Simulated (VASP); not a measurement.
## KBr: single point with PBE-based screened hybrid with 30 % exact exchange

Crystal: KBr.

```
K Br
1.0
     4.55930    0.00000    0.00000
    -2.27965    3.94847    0.00000
     0.00000    0.00000    8.02006
K Br
2 2
Cartesian
  0.0000 0.0000 0.0000
  0.0000 0.0000 4.0100
  0.0000 2.6323 2.0050
  2.2796 1.3162 6.0150
```

```yaml
Program: VASP 6.6.1
Task: single point
Functional: PBE-based screened hybrid with 30 % exact exchange
Potentials_or_basis: VASP PAW PBE potentials, release 64 (K_sv, Br)
Cutoff: 400 eV
k_mesh: 6 × 6 × 2
Occupations: gaussian, width 0.01 eV
Spin: no spin polarisation
```

The pressure is 0.4 GPa. The band gap on the k mesh is 5.48 eV.

Levels at points of the mesh, in eV from the valence-band top:
```csv
k point,band 13,band 14,band 15,band 16,band 17,band 18,band 19,band 20
"(0.00, 0.00, 0.00)",-0.27,-0.18,0.00,0.00,5.48,7.68,7.94,9.21
"(0.50, 0.00, 0.00)",-0.58,-0.57,-0.36,-0.29,7.26,7.98,8.18,9.05
"(0.00, 0.00, 0.50)",-0.14,-0.14,-0.14,-0.14,6.70,6.70,8.53,8.53
"(0.50, 0.00, 0.50)",-0.49,-0.49,-0.33,-0.33,7.90,7.90,7.99,7.99
```

It took 80 min on 1 thread of AMD EPYC 7R43 64-Core Processor (Zen 3) (shared host), peak memory 0.32 GiB.

Caveat: the PAW data sets were made with another functional, which shifts forces and pressure a little.
